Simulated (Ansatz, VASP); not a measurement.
SrZrSn3 in VASP and in Ansatz

```
Sr Zr Sn
1.0
     0.00000    4.87561    0.00000
     4.87561    0.00000    0.00000
     2.43780    2.43780   -5.71535
Sr Zr Sn
1 1 3
Direct
  0.00000 0.00000 0.00000
  0.64200 0.64200 0.71600
  0.74500 0.24500 0.51000
  0.24500 0.74500 0.51000
  0.40900 0.40900 0.18200
```

Alike in both runs: task single point; functional r2SCAN; k mesh 8 × 8 × 8; no spin polarisation.

|  | VASP | Ansatz |
| --- | --- | --- |
| version | VASP 6.6.1 | Ansatz 0.2.0 |
| potentials or method | VASP PAW PBE potentials, release 64 (Sr_sv, Zr_sv, Sn_d), cutoff 520 eV | PAW plane waves |
| occupations | fermi-dirac, width 0.1 eV | fermi-dirac |
| valence electrons in the cell | 64 | 64 |

VASP gave:

```
pressure (GPa)                                                : 10.0
traceless stress, the component that is largest in VASP (GPa) : 0.76
rms of the force components (eV/Å)                            : 0.533
```

Q: Estimate Ansatz's values.

A: Pressure (GPa): 9.9; traceless stress, the component that is largest in VASP (GPa): 0.77; rms of the force components (eV/Å): 0.529.

VASP's potentials were made for PBE, not for r2SCAN. Atom by atom the forces differ by 0.004 eV/Å (rms over components).
